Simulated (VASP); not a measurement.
Wanted: the native input for a VASP 6.6.1 run.

| Property | Result |
| --- | --- |
| Task | single point |
| Functional | LDA |
| Potentials or basis | VASP PAW LDA potentials, release 64 (Si, C) |
| Cutoff | 520 eV |
| k mesh | 8 × 6 × 1 |
| Occupations | fermi-dirac, width 0.02 eV |
| Spin | no spin polarisation |
| Dipole correction | yes |
| Further INCAR settings | ALGO = Normal; EDIFF = 1e-07; NBANDS = 21 |

The structure of SiC lies in POSCAR:

```
SiC
1.0
    3.0609725613      0.0000000000      0.0000000000
    0.0000000000      4.3288689102      0.0000000000
    0.0000000000      0.0000000000     19.0610000000
Si C
3 3
Direct
    0.2500000000      0.0903230807      0.4300294461
    0.7500000000      0.6406847590      0.4999999930
    0.2500000000      0.0903230844      0.5699705667
    0.7500000000      0.8918217551      0.4193148911
    0.2500000000      0.3950255987      0.5000000044
    0.7500000000      0.8918217222      0.5806850986
```

These files were run (other wordings do the same):

INCAR

```
SYSTEM = SiC
PREC = Accurate
ENCUT = 520
EDIFF = 1E-7
ISMEAR = -1
SIGMA = 0.02
LREAL = .FALSE.
LASPH = .TRUE.
NELM = 100
ALGO = Normal
ISIF = 2
LWAVE = .FALSE.
LCHARG = .FALSE.
LDIPOL = .TRUE.
IDIPOL = 3
DIPOL = 0.5 0.5 0.500
GGA = CA
NBANDS = 21
```

KPOINTS

```
Automatic mesh
0
G
  8 6 1
  0 0 0
```

Potentials or basis: VASP PAW LDA potentials, release 64 (Si, C).

Run with:

```console
$ cat potpaw_LDA.64/Si/POTCAR potpaw_LDA.64/C/POTCAR > POTCAR
$ mpirun -np 1 vasp_std > vasp.out
```

Results of the run:

* Largest force: 0.022 eV/Å
* Band gap on the k mesh: zero (bands 12 and 13 overlap by 0.07 eV)

Wall time 90 s on 1 thread of AMD EPYC 9R45 96-Core Processor (Zen 5), with other jobs on the host, peak memory 0.26 GiB.
